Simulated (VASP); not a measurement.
# AlNi (Pmm2) in VASP: single point with PBEsol

Aim: the single point of AlNi with PBEsol.

Program: VASP 6.6.1. These are calculated values, not measurements. Logs are shortened: lines on timing, memory, paths and dates and some standing lists are left out, and cuts for length are marked.

### Step 1. The cell of the first run

The structure is orthorhombic, space group Pmm2 (No. 25). Conventional cell: a = 2.859 Å, b = 2.869 Å, c = 2.859 Å, α = 90.00°, β = 90.00°, γ = 90.00°. Al (site symmetry mm2) has 8 Ni at 2.42 to 2.54 Å and 6 Al at 2.86 to 2.87 Å within 3.2 Å. Ni (site symmetry mm2) has 8 Al at 2.42 to 2.54 Å and 6 Ni at 2.86 to 2.87 Å within 3.2 Å.

### Step 2. Single point, PBEsol (atom 1 (Al) moved by (-0.100, +0.000) A along [1 1 0] and z)

File INCAR:

```
PREC = Accurate
ENCUT = 520
EDIFF = 1E-6
ISMEAR = 0
SIGMA = 0.15
LREAL = False
LASPH = True
NELM = 60
ALGO = Fast
ISIF = 2
LWAVE = False
LCHARG = False
GGA = PS
NBANDS = 14
```

File KPOINTS:

```
regular mesh
0
Gamma
  20 20 20
```

File POSCAR:

```
AlNi
1.0
    2.0213280871     -2.0213497883      0.0000000000
    2.0213280871      2.0213497883      0.0000000000
    0.0000000000      0.0000000000      2.8694088109
Al Ni
1 1
Direct
   -0.0000001878     -0.0349820986      0.0000000000
    0.5000000000      0.5000000000      0.5000000000
```

Potentials or basis: VASP PAW PBE potentials, release 64 (Al, Ni).

The run is started by

```bash
$ cat potpaw_PBE.64/Al/POTCAR potpaw_PBE.64/Ni/POTCAR > POTCAR
$ mpirun -np 1 vasp_std > vasp.out
```

OUTCAR:

```text
PREC = Accurate
   ENCUT = 520
   EDIFF = 1E-6
   ISMEAR = 0
   LREAL = False
   LASPH = True
   NELM = 60
   ISIF = 2
   GGA = PS

 ion  position               nearest neighbor table
   1  1.000  0.965  0.000-   2 2.42   2 2.42   2 2.42   2 2.42   2 2.54   2 2.54   2 2.54   2 2.54

   2  0.500  0.500  0.500-   1 2.42   1 2.42   1 2.42   1 2.42   1 2.54   1 2.54   1 2.54   1 2.54

  LATTYP: Found a base centered orthorhombic cell.
 ALAT       =     4.0426561742
 B/A-ratio  =     1.0000107361
 C/A-ratio  =     0.7097830454

  Lattice vectors:

 A1 = (   2.0213280871,  -2.0213497883,   0.0000000000)
 A2 = (   2.0213280871,   2.0213497883,   0.0000000000)
 A3 = (   0.0000000000,   0.0000000000,   2.8694088109)

Analysis of symmetry for initial positions (statically):
=====================================================================
 Subroutine PRICEL returns:
 Original cell was already a primitive cell.

 Routine SETGRP: Setting up the symmetry group for a
 base centered orthorhombic supercell.

 Subroutine GETGRP returns: Found  2 space group operations
 (whereof  2 operations were pure point group operations)
 out of a pool of  8 trial point group operations.

The static configuration has the point symmetry C_1h.

Analysis of symmetry for dynamics (positions and initial velocities):
=====================================================================
 Subroutine PRICEL returns:
 Original cell was already a primitive cell.

 Routine SETGRP: Setting up the symmetry group for a
 base centered orthorhombic supercell.

 Subroutine GETGRP returns: Found  2 space group operations
 (whereof  2 operations were pure point group operations)
 out of a pool of  8 trial point group operations.

The dynamic configuration has the point symmetry C_1h.

 Subroutine INISYM returns: Found  2 space group operations
 (whereof  2 operations are pure point group operations),
 and found     1 'primitive' translations

----------------------------------------------------------------------------------------

                                     Primitive cell

  volume of cell :      23.4477

  direct lattice vectors                    reciprocal lattice vectors
     2.021328087 -2.021349788  0.000000000     0.247362120 -0.247359464  0.000000000
     2.021328087  2.021349788  0.000000000     0.247362120  0.247359464  0.000000000
     0.000000000  0.000000000  2.869408811     0.000000000  0.000000000  0.348503844

  length of vectors
     2.858604940  2.858604940  2.869408811     0.349820986  0.349820986  0.348503844

  position of ions in fractional coordinates (direct lattice)
     0.999999812  0.965017901  0.000000000
     0.500000000  0.500000000  0.500000000

  ion indices of the primitive-cell ions
   primitive index   ion index
                 1           1
                 2           2

----------------------------------------------------------------------------------------

 KPOINTS: regular mesh

Automatic generation of k-mesh.
 Grid dimensions read from file:
 generate k-points for:   20   20   20

 Generating k-lattice:

  Cartesian coordinates                     Fractional coordinates (reciprocal lattice)
     0.012368106 -0.012367973  0.000000000     0.050000000  0.000000000  0.000000000
     0.012368106  0.012367973  0.000000000     0.000000000  0.050000000  0.000000000
     0.000000000  0.000000000  0.017425192     0.000000000  0.000000000  0.050000000

  Length of vectors
     0.017491049  0.017491049  0.017425192

  Shift w.r.t. Gamma in fractional coordinates (k-lattice)
     0.000000000  0.000000000  0.000000000

 Subroutine IBZKPT returns following result:
 ===========================================

 Found   2222 irreducible k-points:

 Following reciprocal coordinates:
            Coordinates               Weight
  0.000000  0.000000  0.000000      1.000000
  0.050000  0.000000  0.000000      2.000000
  0.000000  0.050000  0.000000      2.000000
  0.100000  0.000000  0.000000      2.000000
  0.000000  0.100000  0.000000      2.000000
  0.150000  0.000000  0.000000      2.000000
[... 16 lines left out ...]
  0.100000  0.050000  0.000000      2.000000
  0.050000  0.100000  0.000000      2.000000
 [... further k-points ...]
   k-points           NKPTS =   2222   k-points in BZ     NKDIM =   2222   number of bands    NBANDS=     14
   number of dos      NEDOS =    301   number of ions     NIONS =      2
   total plane-waves  NPLWV =  13824
   dimension x,y,z NGX =    24 NGY =   24 NGZ =   24
   dimension x,y,z NGXF=    48 NGYF=   48 NGZF=   48
   ions per type =               1   1
   NGX,Y,Z   is equivalent  to a cutoff of  13.96, 13.96, 13.90 a.u.
   NGXF,Y,Z  is equivalent  to a cutoff of  27.92, 27.92, 27.81 a.u.
 SYSTEM =  unknown system
   PREC   = accura    normal or accurate (medium, high low for compatibility)
   ISTART =      0    job   : 0-new  1-cont  2-samecut
   ICHARG =      2    charge: 1-file 2-atom 10-const
   ISPIN  =      1    spin polarized calculation?
   LNONCOLLINEAR =      F non collinear calculations
   LSORBIT =      F    spin-orbit coupling
   LASPH  =      T    aspherical Exc in radial PAW
   ENCUT  =  520.0 eV  38.22 Ry    6.18 a.u.   5.32  5.32  5.34*2*pi/ulx,y,z
   NELM   =     60;   NELMIN=  2; NELMDL= -5     # of ELM steps
   EDIFF  = 0.1E-05   stopping-criterion for ELM
   LREAL  =      F    real-space projection
   EDIFFG = 0.1E-04   stopping-criterion for IOM
   NSW    =      0    number of steps for IOM
   IBRION =     -1    ionic relax: 0-MD 1-quasi-New 2-CG
   NFREE  =      0    steps in history (QN), initial steepest desc. (CG)
   ISIF   =      2    stress and relaxation
   ISYM   =      2    0-nonsym 1-usesym 2-fastsym
   POTIM  = 0.5000    time-step for ionic-motion
   TEBEG  =    0.0;   TEEND  =   0.0 temperature during run
   PSTRESS=    0.0 pullay stress
   NELECT =      13.0000    total number of electrons
   NUPDOWN=      -1.0000    fix difference up-down
   EMIN   =  10.00;   EMAX   =-10.00  energy-range for DOS
   EFERMI =   0.00;   METHOD = LEGACY
   ISMEAR =     0;   SIGMA  =   0.15  broadening in eV -4-tet -1-fermi 0-gaus
   EFERMI_NEDOS =   21; number of points for ismear=-14 and -15
   IALGO  =     68    algorithm
   IMIX   =      4    mixing-type and parameters
     AMIX     =   0.40;   BMIX     =  1.00
     AMIX_MAG =   1.60;   BMIX_MAG =  1.00
  volume/ion in A,a.u.               =      11.72        79.12
  Fermi-wavevector in a.u.,A,eV,Ry     =   1.344897  2.541487 24.609512  1.808748
  Thomas-Fermi vector in A             =   2.472854
   LORBIT       =      0    0 simple, 1 ext, 2 COOP (PROOUT), +10 PAW based schemes
   GGA     = PS    functional components
   LHFCALC =     F    Hartree Fock is set to
   AEXX    =    0.0000 exact exchange contribution
   IVDW    =     0    specifies the selected vdW correction
   LEPSILON=     F    determine dielectric tensor
   LRPA    =     F    only Hartree local field effects (RPA)
 non-spin polarized calculation
 RMM-DIIS sequential band-by-band and
 Gauss-broadening in eV      SIGMA  =   0.15
  energy-cutoff  :      520.00
  volume of cell :       23.45
 maximum number of plane-waves:       655
 NGX is ok and might be reduce to    24
   NGX = 11   NGY = 11   NGZ = 11

 number of electron      13.0000011 magnetization

 Free energy of the ion-electron system (eV)
  ---------------------------------------------------
  ext. energy  EPLUGINS =         0.00000000
  ---------------------------------------------------
  free energy    TOTEN  =       -11.55928210 eV

  energy without entropy =      -11.54951169  energy(sigma->0) =      -11.55439689

 E-fermi :  10.1518     XC(G=0): -12.2591

 val. band max:       10.1516658645   @ k =  -0.4000   0.4000   0.2000
 cond. band min:      10.1533679231   @ k =   0.3000   0.0500   0.3500
 fundamental gap:      0.0017020586
 Fermi energy:        10.1518120242

 k-point     1 :       0.0000    0.0000    0.0000
  band No.  band energies     occupation
      1      -1.1164      2.00000
      2       6.8075      2.00000
      3       6.8200      2.00000
      4       8.5547      2.00000
      5       8.5648      2.00000
      6       8.5757      2.00000
      7      15.6497      0.00000
      8      15.7863      0.00000
      9      15.7894      0.00000
     10      18.3649      0.00000
     11      18.4010      0.00000
     12      24.1684      0.00000
     13      31.1737      0.00000
     14      31.2523      0.00000

 k-point     2 :       0.0500    0.0000    0.0000
  band No.  band energies     occupation
      1      -1.0695      2.00000
      2       6.8077      2.00000
      3       6.8288      2.00000
      4       8.5329      2.00000
      5       8.5550      2.00000
      6       8.5675      2.00000
      7      15.2163      0.00000
      8      15.7122      0.00000
      9      15.8662      0.00000
     10      18.3795      0.00000
     11      18.8953      0.00000
     12      24.3307      0.00000
     13      30.6420      0.00000
     14      30.6914      0.00000

 k-point     3 :       0.0000    0.0500    0.0000
  band No.  band energies     occupation
      1      -1.0696      2.00000
      2       6.8167      2.00000
      3       6.8196      2.00000
      4       8.5436      2.00000
      5       8.5549      2.00000
      6       8.5569      2.00000
      7      15.2304      0.00000
      8      15.7119      0.00000
      9      15.8481      0.00000
     10      18.3725      0.00000
     11      18.9090      0.00000
     12      24.3283      0.00000
     13      30.5876      0.00000
     14      30.6797      0.00000
[... 324 lines left out ...]
 k-point    23 :       0.1000    0.0500    0.0000
  band No.  band energies     occupation
      1      -0.8827      2.00000
      2       6.8068      2.00000
      3       6.8609      2.00000
      4       8.4727      2.00000
      5       8.4732      2.00000
      6       8.5547      2.00000
      7      14.1736      0.00000
      8      15.5069      0.00000
      9      15.9578      0.00000
     10      18.7399      0.00000
     11      20.0113      0.00000
     12      24.9633      0.00000
     13      28.9335      0.00000
     14      29.5124      0.00000

 k-point    24 :       0.0500    0.1000    0.0000
  band No.  band energies     occupation
      1      -0.8829      2.00000
      2       6.8142      2.00000
      3       6.8530      2.00000
      4       8.4726      2.00000
      5       8.4839      2.00000
      6       8.5445      2.00000
      7      14.1835      0.00000
      8      15.4933      0.00000
      9      15.9570      0.00000
     10      18.7319      0.00000
     11      20.0304      0.00000
     12      24.9571      0.00000
     13      28.9226      0.00000
     14      29.4766      0.00000

 [... further k-points ...]

------------------------ aborting loop because EDIFF is reached ----------------------------------------

  FORCE on cell =-STRESS in cart. coord.  units (eV):
  Direction    XX          YY          ZZ          XY          YZ          ZX
  --------------------------------------------------------------------------------------
  -------------------------------------------------------------------------------------
  Total        0.1268630      0.1264594      0.1243184     -0.0399341      0.0000000      0.0000000
  in kB        8.6685164      8.6409415      8.4946471     -2.7286861      0.0000000      0.0000000
  external PRESSURE =       8.6013683 kB  Pullay stress =       0.0000000 kB

 VOLUME and BASIS-vectors are now :
 -----------------------------------------------------------------------------
  energy-cutoff  :      520.00
  volume of cell :       23.45
      direct lattice vectors                 reciprocal lattice vectors
     2.021328087 -2.021349788  0.000000000     0.247362120 -0.247359464  0.000000000
     2.021328087  2.021349788  0.000000000     0.247362120  0.247359464  0.000000000
     0.000000000  0.000000000  2.869408811     0.000000000  0.000000000  0.348503844

 POSITION                                       TOTAL-FORCE (eV/Angst)
 -----------------------------------------------------------------------------------
      3.97195     -0.07071      0.00000         0.441682      0.441638      0.000000
      2.02133      0.00000      1.43470        -0.441682     -0.441638      0.000000
 -----------------------------------------------------------------------------------
    total drift:                               -0.000035     -0.000035     -0.000000

  FREE ENERGIE OF THE ION-ELECTRON SYSTEM (eV)
  ---------------------------------------------------
  free  energy   TOTEN  =       -11.5592820951 eV

  energy  without entropy=      -11.5495116896  energy(sigma->0) =      -11.55439689
```

It took 3.6 min on 1 thread of Intel Xeon 6975P-C (Granite Rapids), shared host; peak memory 0.8 GiB.

Results:

```
Free energy            : -11.5593 eV
Pressure               : 0.9 GPa
Largest force          : 0.625 eV/Å
Band gap on the k mesh : zero (an odd number of electrons rules out a gap without spin polarisation)
```

Forces in eV/Å, atoms in the order of the input:
```
Al   0.442  0.442  0.000
Ni  -0.442 -0.442  0.000
```

Caveat: the cell differs from its parent crystal (atom 1 (Al) moved by (-0.100, +0.000) A along [1 1 0] and z); the PAW data sets were made with another functional, which shifts forces and pressure a little. Spin polarisation is off, so any magnetic state and its effect on volume and gap are missing.
